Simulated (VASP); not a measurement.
# ZnO (P6_3/mmc) in VASP: single point with PBE

Aim: the single point of ZnO with PBE.

Program: VASP 6.6.1. These are calculated values, not measurements. Logs are shortened: lines on timing, memory, paths and dates and some standing lists are left out, and cuts for length are marked.

## (1) The cell of the first run

It takes space group P6_3/mmc (No. 194, hexagonal). Conventional cell: a = 3.288 Å, b = 3.288 Å, c = 7.130 Å, α = 90.00°, β = 90.00°, γ = 120.00°. Within 2.5 Å of Zn (site symmetry -6m2) lie 3 O at 1.90 Å. Within 2.5 Å of O (site symmetry -6m2) lie 3 Zn at 1.90 Å.

## (2) Single point, PBE

The input, INCAR:

```
ALGO = Normal ; EDIFF = 1E-6
ENCUT = 600 ; GGA = PE
GGA_COMPAT = False ; ISIF = 2
ISMEAR = -1 ; LASPH = True
LCHARG = True ; LELF = True
LREAL = False ; LVHAR = True
LWAVE = False ; NBANDS = 26
NELM = 120 ; PREC = Accurate
SIGMA = 0.03
```

The input, KPOINTS:

```
k-points
0
Gamma
  5 5 2
```

The input, POSCAR:

```
ZnO
1.0
    3.2879671587      0.0000000000      0.0000000000
   -1.6439835793      2.8474630862      0.0000000000
    0.0000000000      0.0000000000      7.1304413500
Zn O
2 2
Direct
    0.0000000000      0.0000000000      0.2500000000
    0.0000000000      0.0000000000      0.7500000000
    0.6666666667      0.3333333333      0.7500000000
    0.3333333333      0.6666666667      0.2500000000
```

Potentials or basis: VASP PAW PBE potentials, release 64 (Zn, O).

The run is started by

```console
$ cat potpaw_PBE.64/Zn/POTCAR potpaw_PBE.64/O/POTCAR > POTCAR
$ mpirun -np 1 vasp_std > vasp.out
```

OUTCAR:

```text
EDIFF = 1E-6
   ENCUT = 600
   GGA = PE
   ISIF = 2
   ISMEAR = -1
   LASPH = True
   LREAL = False
   NELM = 120
   PREC = Accurate

 ion  position               nearest neighbor table
   1  0.000  0.000  0.250-   4 1.90   4 1.90   4 1.90
   2  0.000  0.000  0.750-   3 1.90   3 1.90   3 1.90
   3  0.667  0.333  0.750-   2 1.90   2 1.90   2 1.90
   4  0.333  0.667  0.250-   1 1.90   1 1.90   1 1.90

  LATTYP: Found a hexagonal cell.
 ALAT       =     3.2879671587
 C/A-ratio  =     2.1686473757

  Lattice vectors:

 A1 = (   3.2879671587,   0.0000000000,   0.0000000000)
 A2 = (  -1.6439835793,   2.8474630862,   0.0000000000)
 A3 = (   0.0000000000,   0.0000000000,   7.1304413500)

Analysis of symmetry for initial positions (statically):
=====================================================================
 Subroutine PRICEL returns:
 Original cell was already a primitive cell.

 Routine SETGRP: Setting up the symmetry group for a
 hexagonal supercell.

 Subroutine GETGRP returns: Found 24 space group operations
 (whereof 12 operations were pure point group operations)
 out of a pool of 24 trial point group operations.

The static configuration has the point symmetry D_3d.
 The point group associated with its full space group is D_6h.

Analysis of symmetry for dynamics (positions and initial velocities):
=====================================================================
 Subroutine PRICEL returns:
 Original cell was already a primitive cell.

 Routine SETGRP: Setting up the symmetry group for a
 hexagonal supercell.

 Subroutine GETGRP returns: Found 24 space group operations
 (whereof 12 operations were pure point group operations)
 out of a pool of 24 trial point group operations.

The dynamic configuration has the point symmetry D_3d.
 The point group associated with its full space group is D_6h.

 Subroutine INISYM returns: Found 24 space group operations
 (whereof 12 operations are pure point group operations),
 and found     1 'primitive' translations

----------------------------------------------------------------------------------------

                                     Primitive cell

  volume of cell :      66.7578

  direct lattice vectors                    reciprocal lattice vectors
     3.287967159  0.000000000  0.000000000     0.304139291  0.175594901  0.000000000
    -1.643983579  2.847463086  0.000000000     0.000000000  0.351189803  0.000000000
     0.000000000  0.000000000  7.130441350     0.000000000  0.000000000  0.140243773

  length of vectors
     3.287967159  3.287967159  7.130441350     0.351189803  0.351189803  0.140243773

  position of ions in fractional coordinates (direct lattice)
     0.000000000  0.000000000  0.250000000
     0.000000000  0.000000000  0.750000000
     0.666666667  0.333333333  0.750000000
     0.333333333  0.666666667  0.250000000

  ion indices of the primitive-cell ions
   primitive index   ion index
                 1           1
                 2           2
                 3           3
                 4           4

----------------------------------------------------------------------------------------

 KPOINTS: k-points

Automatic generation of k-mesh.
 Grid dimensions read from file:
 generate k-points for:    5    5    2

 Generating k-lattice:

  Cartesian coordinates                     Fractional coordinates (reciprocal lattice)
     0.060827858  0.035118980  0.000000000     0.200000000  0.000000000  0.000000000
     0.000000000  0.070237961  0.000000000     0.000000000  0.200000000  0.000000000
     0.000000000  0.000000000  0.070121887     0.000000000  0.000000000  0.500000000

  Length of vectors
     0.070237961  0.070237961  0.070121887

  Shift w.r.t. Gamma in fractional coordinates (k-lattice)
     0.000000000  0.000000000  0.000000000

 Subroutine IBZKPT returns following result:
 ===========================================

 Found     10 irreducible k-points:

 Following reciprocal coordinates:
            Coordinates               Weight
  0.000000  0.000000  0.000000      1.000000
  0.200000 -0.000000  0.000000      6.000000
  0.400000 -0.000000  0.000000      6.000000
  0.200000  0.200000  0.000000      6.000000
  0.400000  0.200000  0.000000      6.000000
  0.000000  0.000000  0.500000      1.000000
  0.200000 -0.000000  0.500000      6.000000
  0.400000 -0.000000  0.500000      6.000000
  0.200000  0.200000  0.500000      6.000000
  0.400000  0.200000  0.500000      6.000000
   k-points           NKPTS =     10   k-points in BZ     NKDIM =     10   number of bands    NBANDS=     26
   number of dos      NEDOS =    301   number of ions     NIONS =      4
   total plane-waves  NPLWV =  47040
   dimension x,y,z NGX =    28 NGY =   28 NGZ =   60
   dimension x,y,z NGXF=    56 NGYF=   56 NGZF=  120
   ions per type =               2   2
   NGX,Y,Z   is equivalent  to a cutoff of  14.16, 14.16, 13.99 a.u.
   NGXF,Y,Z  is equivalent  to a cutoff of  28.31, 28.31, 27.98 a.u.
 SYSTEM =  unknown system
   PREC   = accura    normal or accurate (medium, high low for compatibility)
   ISTART =      0    job   : 0-new  1-cont  2-samecut
   ICHARG =      2    charge: 1-file 2-atom 10-const
   ISPIN  =      1    spin polarized calculation?
   LNONCOLLINEAR =      F non collinear calculations
   LSORBIT =      F    spin-orbit coupling
   LASPH  =      T    aspherical Exc in radial PAW
   ENCUT  =  600.0 eV  44.10 Ry    6.64 a.u.   6.57  6.57 14.24*2*pi/ulx,y,z
   NELM   =    120;   NELMIN=  2; NELMDL= -5     # of ELM steps
   EDIFF  = 0.1E-05   stopping-criterion for ELM
   LREAL  =      F    real-space projection
   EDIFFG = 0.1E-04   stopping-criterion for IOM
   NSW    =      0    number of steps for IOM
   IBRION =     -1    ionic relax: 0-MD 1-quasi-New 2-CG
   NFREE  =      0    steps in history (QN), initial steepest desc. (CG)
   ISIF   =      2    stress and relaxation
   ISYM   =      2    0-nonsym 1-usesym 2-fastsym
   POTIM  = 0.5000    time-step for ionic-motion
   TEBEG  =    0.0;   TEEND  =   0.0 temperature during run
   PSTRESS=    0.0 pullay stress
   NELECT =      36.0000    total number of electrons
   NUPDOWN=      -1.0000    fix difference up-down
   EMIN   =  10.00;   EMAX   =-10.00  energy-range for DOS
   EFERMI =   0.00;   METHOD = LEGACY
   ISMEAR =    -1;   SIGMA  =   0.03  broadening in eV -4-tet -1-fermi 0-gaus
   EFERMI_NEDOS =   21; number of points for ismear=-14 and -15
   IALGO  =     38    algorithm
   IMIX   =      4    mixing-type and parameters
     AMIX     =   0.40;   BMIX     =  1.00
     AMIX_MAG =   1.60;   BMIX_MAG =  1.00
  volume/ion in A,a.u.               =      16.69       112.63
  Fermi-wavevector in a.u.,A,eV,Ry     =   1.332524  2.518105 24.158775  1.775620
  Thomas-Fermi vector in A             =   2.461452
   LORBIT       =      0    0 simple, 1 ext, 2 COOP (PROOUT), +10 PAW based schemes
   GGA     = PE    functional components
   LHFCALC =     F    Hartree Fock is set to
   AEXX    =    0.0000 exact exchange contribution
   IVDW    =     0    specifies the selected vdW correction
   LEPSILON=     F    determine dielectric tensor
   LRPA    =     F    only Hartree local field effects (RPA)
 non-spin polarized calculation
  energy-cutoff  :      600.00
  volume of cell :       66.76
 maximum number of plane-waves:      2285
 NGX is ok and might be reduce to    28
   NGX = 13   NGY = 13   NGZ = 29

 number of electron      35.9999984 magnetization

 Free energy of the ion-electron system (eV)
  ---------------------------------------------------
  ext. energy  EPLUGINS =         0.00000000
  ---------------------------------------------------
  free energy    TOTEN  =       -16.95850606 eV

  energy without entropy =      -16.95850595  energy(sigma->0) =      -16.95850600

 E-fermi :  -0.3140     XC(G=0):  -8.9246

 val. band max:       -0.7523653411   @ k =   0.0000   0.0000   0.0000
 cond. band min:       0.0658678932   @ k =   0.0000   0.0000   0.0000
 fundamental gap:      0.8182332343
 Fermi energy:        -0.3139820108

 k-point     1 :       0.0000    0.0000    0.0000
  band No.  band energies     occupation
      1     -18.2150      2.00000
      2     -18.1350      2.00000
      3      -6.8619      2.00000
      4      -6.8619      2.00000
      5      -6.8474      2.00000
      6      -6.8474      2.00000
[... 18 lines left out ...]
     25      12.0627      0.00000
     26      12.8539      0.00000

 k-point     2 :       0.2000   -0.0000    0.0000
  band No.  band energies     occupation
      1     -18.0475      2.00000
      2     -17.9818      2.00000
      3      -6.9000      2.00000
      4      -6.8930      2.00000
      5      -6.6091      2.00000
      6      -6.5944      2.00000
[... 18 lines left out ...]
     25      11.2592      0.00000
     26      12.6986      0.00000

 k-point     3 :       0.4000   -0.0000    0.0000
  band No.  band energies     occupation
      1     -17.7593      2.00000
      2     -17.7291      2.00000
      3      -6.7282      2.00000
      4      -6.7228      2.00000
      5      -6.0758      2.00000
      6      -6.0757      2.00000
[... 18 lines left out ...]
     25      11.0084      0.00000
     26      13.0128      0.00000

 k-point     4 :       0.2000    0.2000    0.0000
  band No.  band energies     occupation
      1     -17.8187      2.00000
      2     -17.7779      2.00000
      3      -6.7875      2.00000
      4      -6.7821      2.00000
      5      -6.1627      2.00000
      6      -6.1532      2.00000
[... 18 lines left out ...]
     25      10.7115      0.00000
     26      12.3263      0.00000

 k-point     5 :       0.4000    0.2000    0.0000
  band No.  band energies     occupation
      1     -17.6675      2.00000
      2     -17.6554      2.00000
      3      -6.5177      2.00000
      4      -6.5120      2.00000
      5      -6.0633      2.00000
      6      -5.9589      2.00000
[... 18 lines left out ...]
     25      10.4699      0.00000
     26      10.7979      0.00000

 k-point     6 :       0.0000    0.0000    0.5000
  band No.  band energies     occupation
      1     -18.1752      2.00000
      2     -18.1752      2.00000
      3      -6.8546      2.00000
      4      -6.8546      2.00000
      5      -6.8546      2.00000
      6      -6.8546      2.00000
[... 18 lines left out ...]
     25      12.4055      0.00000
     26      12.4055      0.00000

 k-point     7 :       0.2000   -0.0000    0.5000
  band No.  band energies     occupation
      1     -18.0148      2.00000
      2     -18.0148      2.00000
      3      -6.8972      2.00000
      4      -6.8972      2.00000
      5      -6.6018      2.00000
      6      -6.6018      2.00000
[... 18 lines left out ...]
     25      13.1314      0.00000
     26      13.1314      0.00000

 k-point     8 :       0.4000   -0.0000    0.5000
  band No.  band energies     occupation
      1     -17.7443      2.00000
      2     -17.7443      2.00000
      3      -6.7286      2.00000
      4      -6.7286      2.00000
      5      -6.0709      2.00000
      6      -6.0709      2.00000
[... 18 lines left out ...]
     25      11.5384      0.00000
     26      11.5384      0.00000

 k-point     9 :       0.2000    0.2000    0.5000
  band No.  band energies     occupation
      1     -17.7983      2.00000
      2     -17.7983      2.00000
      3      -6.7859      2.00000
      4      -6.7859      2.00000
      5      -6.1603      2.00000
      6      -6.1603      2.00000
[... 18 lines left out ...]
     25      11.1738      0.00000
     26      11.1738      0.00000

 k-point    10 :       0.4000    0.2000    0.5000
  band No.  band energies     occupation
      1     -17.6614      2.00000
      2     -17.6614      2.00000
      3      -6.5163      2.00000
      4      -6.5163      2.00000
      5      -6.0113      2.00000
      6      -6.0113      2.00000
[... 18 lines left out ...]
     25       9.7720      0.00000
     26       9.7720      0.00000

------------------------ aborting loop because EDIFF is reached ----------------------------------------

  FORCE on cell =-STRESS in cart. coord.  units (eV):
  Direction    XX          YY          ZZ          XY          YZ          ZX
  --------------------------------------------------------------------------------------
  -------------------------------------------------------------------------------------
  Total       -0.0475596     -0.0475596      0.0436559     -0.0000000      0.0000000      0.0000000
  in kB       -1.1414229     -1.1414229      1.0477363     -0.0000000      0.0000000      0.0000000
  external PRESSURE =      -0.4117032 kB  Pullay stress =       0.0000000 kB

 VOLUME and BASIS-vectors are now :
 -----------------------------------------------------------------------------
  energy-cutoff  :      600.00
  volume of cell :       66.76
      direct lattice vectors                 reciprocal lattice vectors
     3.287967159  0.000000000  0.000000000     0.304139291  0.175594901  0.000000000
    -1.643983579  2.847463086  0.000000000     0.000000000  0.351189803  0.000000000
     0.000000000  0.000000000  7.130441350     0.000000000  0.000000000  0.140243773

 POSITION                                       TOTAL-FORCE (eV/Angst)
 -----------------------------------------------------------------------------------
      0.00000      0.00000      1.78261         0.000000      0.000000     -0.000000
      0.00000      0.00000      5.34783         0.000000     -0.000000      0.000000
      1.64398      0.94915      5.34783        -0.000000      0.000000     -0.000000
     -0.00000      1.89831      1.78261         0.000000     -0.000000      0.000000
 -----------------------------------------------------------------------------------
    total drift:                                0.000000     -0.000000      0.000000

  FREE ENERGIE OF THE ION-ELECTRON SYSTEM (eV)
  ---------------------------------------------------
  free  energy   TOTEN  =       -16.9585060605 eV

  energy  without entropy=      -16.9585059486  energy(sigma->0) =      -16.95850600
```

Wall time 49 s (1 thread of Intel Xeon 8259CL, shared host); peak memory 0.2 GiB.

Results:

| Property | Result |
| --- | --- |
| Free energy | -16.9585 eV |
| Pressure | 0.0 GPa |
| Band gap on the k mesh | 0.82 eV |

Stress tensor (GPa, compression positive):
```
-0.11  0.00  0.00
 0.00 -0.11  0.00
 0.00  0.00  0.10
```

Caveat: the k points lie up to 0.44 Å⁻¹ apart.
